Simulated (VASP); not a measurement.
A run of VASP 6.6.1 is set up as follows.

INCAR

```
ALGO     = Fast           # electronic algorithm
EDIFF    = 1E-7           # SCF threshold, eV
EDIFFG   = -0.01          # ionic threshold
ENCUT    = 600            # plane-wave cutoff, eV
GGA      = PE             # functional
IBRION   = 2              # ionic algorithm
ISIF     = 4              # what is computed and relaxed
ISMEAR   = 0              # smearing method
ISPIN    = 2              # spin polarisation
LASPH    = True           # aspherical terms in the spheres
LCHARG   = False          # write CHGCAR
LMAXMIX  = 4              # l up to which the mixer works
LORBIT   = 11             # projections on sites
LREAL    = False          # projectors in reciprocal space
LWAVE    = False          # write WAVECAR
MAGMOM   = 2.7 0.34       # initial moments
NELM     = 150            # most SCF steps
NSW      = 50             # ionic steps
PREC     = Accurate       # precision mode
SIGMA    = 0.1            # smearing width, eV
```

Contents of KPOINTS:

```
k-points
0
Gamma
  18 18 18
```

The input POSCAR:

```
CoO
1.0
    1.5128343199      0.8734353019      2.1824884773
   -1.5128343199      0.8734353019      2.1824884773
    0.0000000000     -1.7468706037      2.1824884774
Co O
1 1
Direct
    0.0000000000      0.0000000000      0.0000000000
    0.5000000000      0.5000000000      0.5000000000
```

Potentials or basis: VASP PAW PBE potentials, release 64 (Co, O).

Launch:

```sh
$ cat potpaw_PBE.64/Co/POTCAR potpaw_PBE.64/O/POTCAR > POTCAR
$ mpirun -np 1 vasp_std > vasp.out
```

Problem. Estimate the site moments.

Solution. Co +2.23; O +0.21 μB.

Problem. Estimate the net moment.

Solution. 2.48 μB per cell.

Step by step:
```csv
step,energy change (eV),largest force (eV/Å),pressure (GPa),volume (Å³)
1,0.0000,0.0000,16.23,17.30
2,-0.0001,0.0000,16.18,17.30
3,-0.0004,0.0000,16.01,17.30
```

Caveat: a cell with one magnetic atom can't hold antiferromagnetic order, which such compounds often take.
